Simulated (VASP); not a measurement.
# Br (Cmce) in VASP: further runs

The runs below take Br through single point, with r2SCAN.

All numbers are computed with VASP 6.6.1; they aren't measurements. Logs are shortened: lines on timing, memory, paths and dates and some standing lists are left out, and cuts for length are marked.

## (1) The cell of the first run

The structure is orthorhombic, space group Cmce (No. 64). Conventional cell: a = 7.112 Å, b = 4.255 Å, c = 8.770 Å, α = 90.00°, β = 90.00°, γ = 90.00°. Within 3.1 Å of Br (site symmetry m) lie 1 Br at 2.35 Å.

## (2) Single point, r2SCAN

Contents of POSCAR:

```
Br
1.0
    3.5561452287     -2.1274589715      0.0000000000
    3.5561452287      2.1274589715      0.0000000000
    0.0000000000      0.0000000000      8.7699810166
Br
4
Direct
    0.8608174711      0.1391825289      0.1157818195
    0.6391825289      0.3608174711      0.6157818195
    0.1391825289      0.8608174711      0.8842181805
    0.3608174711      0.6391825289      0.3842181805
```

Contents of INCAR.step1:

```
SYSTEM = Br
PREC = Accurate
ENCUT = 520
ISMEAR = -1
SIGMA = 0.05
LREAL = .FALSE.
LASPH = .TRUE.
NELM = 100
NBANDS = 22
GGA = PE
ALGO = Normal
EDIFF = 1E-4
LWAVE = .TRUE.
LCHARG = .FALSE.
```

Contents of INCAR.step2:

```
SYSTEM = Br
PREC = Accurate
ENCUT = 520
EDIFF = 1E-6
ISMEAR = -1
SIGMA = 0.05
LREAL = .FALSE.
LASPH = .TRUE.
NELM = 100
ALGO = Normal
ISIF = 2
LWAVE = .FALSE.
LCHARG = .FALSE.
METAGGA = R2SCAN
LMIXTAU = .TRUE.
NBANDS = 22
ISTART = 1
```

Contents of KPOINTS:

```
regular mesh
0
G
  3 3 2
  0 0 0
```

Potentials or basis: VASP PAW PBE potentials, release 64 (Br).

On the command line:

```bash
> cat potpaw_PBE.64/Br/POTCAR > POTCAR
> cp INCAR.step1 INCAR
> mpirun -np 1 vasp_std > vasp.out
> cp INCAR.step2 INCAR
> mpirun -np 1 vasp_std > vasp.out
```

OUTCAR:

```text
SYSTEM = Br
   PREC = Accurate
   ENCUT = 520
   EDIFF = 1E-6
   ISMEAR = -1
   LREAL = .FALSE.
   LASPH = .TRUE.
   NELM = 100
   ISIF = 2
   METAGGA = R2SCAN
   ISTART = 1

 ion  position               nearest neighbor table
   1  0.861  0.139  0.116-   3 2.35
   2  0.639  0.361  0.616-   4 2.35
   3  0.139  0.861  0.884-   1 2.35
   4  0.361  0.639  0.384-   2 2.35

  LATTYP: Found a base centered orthorhombic cell.
 ALAT       =     4.2549179430
 B/A-ratio  =     1.6715458565
 C/A-ratio  =     2.0611398702

  Lattice vectors:

 A1 = (  -3.5561452287,  -2.1274589715,   0.0000000000)
 A2 = (   3.5561452287,  -2.1274589715,   0.0000000000)
 A3 = (   0.0000000000,   0.0000000000,   8.7699810166)

Analysis of symmetry for initial positions (statically):
=====================================================================
 Subroutine PRICEL returns:
 Original cell was already a primitive cell.

 Routine SETGRP: Setting up the symmetry group for a
 base centered orthorhombic supercell.

 Subroutine GETGRP returns: Found  8 space group operations
 (whereof  4 operations were pure point group operations)
 out of a pool of  8 trial point group operations.

The static configuration has the point symmetry C_2h.
 The point group associated with its full space group is D_2h.

Analysis of symmetry for dynamics (positions and initial velocities):
=====================================================================
 Subroutine PRICEL returns:
 Original cell was already a primitive cell.

 Routine SETGRP: Setting up the symmetry group for a
 base centered orthorhombic supercell.

 Subroutine GETGRP returns: Found  8 space group operations
 (whereof  4 operations were pure point group operations)
 out of a pool of  8 trial point group operations.

The dynamic configuration has the point symmetry C_2h.
 The point group associated with its full space group is D_2h.

 Subroutine INISYM returns: Found  8 space group operations
 (whereof  4 operations are pure point group operations),
 and found     1 'primitive' translations

----------------------------------------------------------------------------------------

                                     Primitive cell

  volume of cell :     132.6995

  direct lattice vectors                    reciprocal lattice vectors
     3.556145229 -2.127458971  0.000000000     0.140601682 -0.235022159  0.000000000
     3.556145229  2.127458971  0.000000000     0.140601682  0.235022159  0.000000000
     0.000000000  0.000000000  8.769981017     0.000000000  0.000000000  0.114025332

  length of vectors
     4.143941429  4.143941429  8.769981017     0.273869034  0.273869034  0.114025332

  position of ions in fractional coordinates (direct lattice)
     0.860817471  0.139182529  0.115781820
     0.639182529  0.360817471  0.615781820
     0.139182529  0.860817471  0.884218180
     0.360817471  0.639182529  0.384218180

  ion indices of the primitive-cell ions
   primitive index   ion index
                 1           1
                 2           2
                 3           3
                 4           4

----------------------------------------------------------------------------------------

 KPOINTS: regular mesh

Automatic generation of k-mesh.
 Grid dimensions read from file:
 generate k-points for:    3    3    2

 Generating k-lattice:

  Cartesian coordinates                     Fractional coordinates (reciprocal lattice)
     0.046867227 -0.078340720  0.000000000     0.333333333  0.000000000  0.000000000
     0.046867227  0.078340720  0.000000000     0.000000000  0.333333333  0.000000000
     0.000000000  0.000000000  0.057012666     0.000000000  0.000000000  0.500000000

  Length of vectors
     0.091289678  0.091289678  0.057012666

  Shift w.r.t. Gamma in fractional coordinates (k-lattice)
     0.000000000  0.000000000  0.000000000

 Subroutine IBZKPT returns following result:
 ===========================================

 Found      8 irreducible k-points:

 Following reciprocal coordinates:
            Coordinates               Weight
  0.000000  0.000000  0.000000      1.000000
  0.333333  0.000000  0.000000      4.000000
  0.333333  0.333333  0.000000      2.000000
 -0.333333  0.333333  0.000000      2.000000
  0.000000  0.000000  0.500000      1.000000
  0.333333  0.000000  0.500000      4.000000
  0.333333  0.333333  0.500000      2.000000
 -0.333333  0.333333  0.500000      2.000000
   k-points           NKPTS =      8   k-points in BZ     NKDIM =      8   number of bands    NBANDS=     22
   number of dos      NEDOS =    301   number of ions     NIONS =      4
   total plane-waves  NPLWV =  71680
   dimension x,y,z NGX =    32 NGY =   32 NGZ =   70
   dimension x,y,z NGXF=    64 NGYF=   64 NGZF=  140
   ions per type =               4
   NGX,Y,Z   is equivalent  to a cutoff of  12.84, 12.84, 13.27 a.u.
   NGXF,Y,Z  is equivalent  to a cutoff of  25.68, 25.68, 26.54 a.u.
 SYSTEM =  Br
   PREC   = accura    normal or accurate (medium, high low for compatibility)
   ISTART =      1    job   : 0-new  1-cont  2-samecut
   ICHARG =      0    charge: 1-file 2-atom 10-const
   ISPIN  =      1    spin polarized calculation?
   LNONCOLLINEAR =      F non collinear calculations
   LSORBIT =      F    spin-orbit coupling
   LASPH  =      T    aspherical Exc in radial PAW
   ENCUT  =  520.0 eV  38.22 Ry    6.18 a.u.   7.70  7.70 16.31*2*pi/ulx,y,z
   NELM   =    100;   NELMIN=  2; NELMDL=  0     # of ELM steps
   EDIFF  = 0.1E-05   stopping-criterion for ELM
   LREAL  =      F    real-space projection
   EDIFFG = 0.1E-04   stopping-criterion for IOM
   NSW    =      0    number of steps for IOM
   IBRION =     -1    ionic relax: 0-MD 1-quasi-New 2-CG
   NFREE  =      0    steps in history (QN), initial steepest desc. (CG)
   ISIF   =      2    stress and relaxation
   ISYM   =      2    0-nonsym 1-usesym 2-fastsym
   POTIM  = 0.5000    time-step for ionic-motion
   TEBEG  =    0.0;   TEEND  =   0.0 temperature during run
   PSTRESS=    0.0 pullay stress
   NELECT =      28.0000    total number of electrons
   NUPDOWN=      -1.0000    fix difference up-down
   EMIN   =  10.00;   EMAX   =-10.00  energy-range for DOS
   EFERMI =   0.00;   METHOD = LEGACY
   ISMEAR =    -1;   SIGMA  =   0.05  broadening in eV -4-tet -1-fermi 0-gaus
   EFERMI_NEDOS =   21; number of points for ismear=-14 and -15
   IALGO  =     38    algorithm
   IMIX   =      4    mixing-type and parameters
     AMIX     =   0.40;   BMIX     =  1.00
     AMIX_MAG =   1.60;   BMIX_MAG =  1.00
  volume/ion in A,a.u.               =      33.17       223.88
  Fermi-wavevector in a.u.,A,eV,Ry     =   0.974625  1.841775 12.924102  0.949895
  Thomas-Fermi vector in A             =   2.105100
   LORBIT       =      0    0 simple, 1 ext, 2 COOP (PROOUT), +10 PAW based schemes
   METAGGA = R2SCAN    functional components
   LHFCALC =     F    Hartree Fock is set to
   AEXX    =    0.0000 exact exchange contribution
   IVDW    =     0    specifies the selected vdW correction
   LEPSILON=     F    determine dielectric tensor
   LRPA    =     F    only Hartree local field effects (RPA)
 non-spin polarized calculation
  energy-cutoff  :      520.00
  volume of cell :      132.70
 maximum number of plane-waves:      3588
   NGX = 15   NGY = 15   NGZ = 33

 number of electron      28.0000000 magnetization

 Free energy of the ion-electron system (eV)
  ---------------------------------------------------
  ext. energy  EPLUGINS =         0.00000000
  ---------------------------------------------------
  free energy    TOTEN  =       -53.03852430 eV

  energy without entropy =      -53.03852428  energy(sigma->0) =      -53.03852429

 E-fermi :   0.3359     XC(G=0):  -8.3934

 val. band max:       -0.4842115546   @ k =   0.0000   0.0000   0.0000
 cond. band min:       1.1872363693   @ k =   0.0000   0.0000   0.0000
 fundamental gap:      1.6714479238
 Fermi energy:         0.3358505243

 k-point     1 :       0.0000    0.0000    0.0000
  band No.  band energies     occupation
      1     -16.9520      2.00000
      2     -16.4428      2.00000
      3     -14.4403      2.00000
      4     -13.4202      2.00000
      5      -5.7181      2.00000
      6      -4.2644      2.00000
[... 14 lines left out ...]
     21       9.7346      0.00000
     22      10.1013      0.00000

 k-point     2 :       0.3333    0.0000    0.0000
  band No.  band energies     occupation
      1     -16.6797      2.00000
      2     -16.4101      2.00000
      3     -14.1991      2.00000
      4     -13.7010      2.00000
      5      -5.7053      2.00000
      6      -5.1020      2.00000
[... 14 lines left out ...]
     21       9.4923      0.00000
     22      10.1492      0.00000

 k-point     3 :       0.3333    0.3333    0.0000
  band No.  band energies     occupation
      1     -16.8096      2.00000
      2     -16.3417      2.00000
      3     -14.3142      2.00000
      4     -13.3960      2.00000
      5      -5.5829      2.00000
      6      -4.3857      2.00000
[... 14 lines left out ...]
     21       9.5447      0.00000
     22       9.5909      0.00000

 k-point     4 :      -0.3333    0.3333    0.0000
  band No.  band energies     occupation
      1     -16.5875      2.00000
      2     -16.3737      2.00000
      3     -14.1080      2.00000
      4     -13.7211      2.00000
      5      -5.5916      2.00000
      6      -5.2087      2.00000
[... 14 lines left out ...]
     21       9.7046      0.00000
     22      10.2906      0.00000

 k-point     5 :       0.0000    0.0000    0.5000
  band No.  band energies     occupation
      1     -16.7356      2.00000
      2     -16.7356      2.00000
      3     -13.9068      2.00000
      4     -13.9068      2.00000
      5      -5.0831      2.00000
      6      -5.0831      2.00000
[... 14 lines left out ...]
     21       9.6340      0.00000
     22       9.6340      0.00000

 k-point     6 :       0.3333    0.0000    0.5000
  band No.  band energies     occupation
      1     -16.5557      2.00000
      2     -16.5557      2.00000
      3     -13.9431      2.00000
      4     -13.9431      2.00000
      5      -5.3065      2.00000
      6      -5.3065      2.00000
[... 14 lines left out ...]
     21       9.8018      0.00000
     22       9.8018      0.00000

 k-point     7 :       0.3333    0.3333    0.5000
  band No.  band energies     occupation
      1     -16.6082      2.00000
      2     -16.6082      2.00000
      3     -13.8339      2.00000
      4     -13.8339      2.00000
      5      -5.0633      2.00000
      6      -5.0633      2.00000
[... 14 lines left out ...]
     21       9.2962      0.00000
     22       9.2962      0.00000

 k-point     8 :      -0.3333    0.3333    0.5000
  band No.  band energies     occupation
      1     -16.4873      2.00000
      2     -16.4873      2.00000
      3     -13.9105      2.00000
      4     -13.9105      2.00000
      5      -5.2752      2.00000
      6      -5.2752      2.00000
[... 14 lines left out ...]
     21       9.9797      0.00000
     22       9.9797      0.00000

------------------------ aborting loop because EDIFF is reached ----------------------------------------

  FORCE on cell =-STRESS in cart. coord.  units (eV):
  Direction    XX          YY          ZZ          XY          YZ          ZX
  --------------------------------------------------------------------------------------
  -------------------------------------------------------------------------------------
  Total        0.0656761     -0.1416632     -0.1389965      0.0000000     -0.0000000      0.0000000
  in kB        0.7929549     -1.7104027     -1.6782057      0.0000000     -0.0000000      0.0000000
  external PRESSURE =      -0.8652179 kB  Pullay stress =       0.0000000 kB

 VOLUME and BASIS-vectors are now :
 -----------------------------------------------------------------------------
  energy-cutoff  :      520.00
  volume of cell :      132.70
      direct lattice vectors                 reciprocal lattice vectors
     3.556145229 -2.127458971  0.000000000     0.140601682 -0.235022159  0.000000000
     3.556145229  2.127458971  0.000000000     0.140601682  0.235022159  0.000000000
     0.000000000  0.000000000  8.769981017     0.000000000  0.000000000  0.114025332

 POSITION                                       TOTAL-FORCE (eV/Angst)
 -----------------------------------------------------------------------------------
      3.55615     -1.53525      1.01540         0.000000      0.028307      0.002222
      3.55615     -0.59221      5.40039         0.000000     -0.028307      0.002222
      3.55615      1.53525      7.75458         0.000000     -0.028307     -0.002222
      3.55615      0.59221      3.36959         0.000000      0.028307     -0.002222
 -----------------------------------------------------------------------------------
    total drift:                                0.000000     -0.000000      0.000000

  FREE ENERGIE OF THE ION-ELECTRON SYSTEM (eV)
  ---------------------------------------------------
  free  energy   TOTEN  =       -53.0385243016 eV

  energy  without entropy=      -53.0385242841  energy(sigma->0) =      -53.03852429
```

Run time: 58 s. Hardware: 1 thread of Intel Xeon Platinum 8488C (Sapphire Rapids), shared host; peak memory 0.27 GiB.

Results:

| Quantity | Value |
| --- | --- |
| Free energy | -53.0385 eV |
| Pressure | -0.1 GPa |
| Largest force | 0.028 eV/Å |
| Band gap on the k mesh | 1.67 eV, direct |

Forces in eV/Å, atoms in the order of the input:
```
Br   0.000  0.028  0.002
Br   0.000 -0.028  0.002
Br   0.000 -0.028 -0.002
Br   0.000  0.028 -0.002
```

Levels at points of the mesh, in eV from the valence-band top:
```csv
k point,band 11,band 12,band 13,band 14,band 15,band 16,band 17,band 18
"(0.00, 0.00, 0.00)",-1.23,-0.47,-0.36,0.00,1.67,2.69,6.44,7.11
"(0.00, 0.00, 0.50)",-1.03,-1.03,-0.16,-0.16,2.07,2.07,7.02,7.02
```

Caveat: the k points lie up to 0.57 Å⁻¹ apart; the PAW data sets were made with another functional, which shifts forces and pressure a little. A k mesh can miss the band edges.

[end of part 1 of 2]
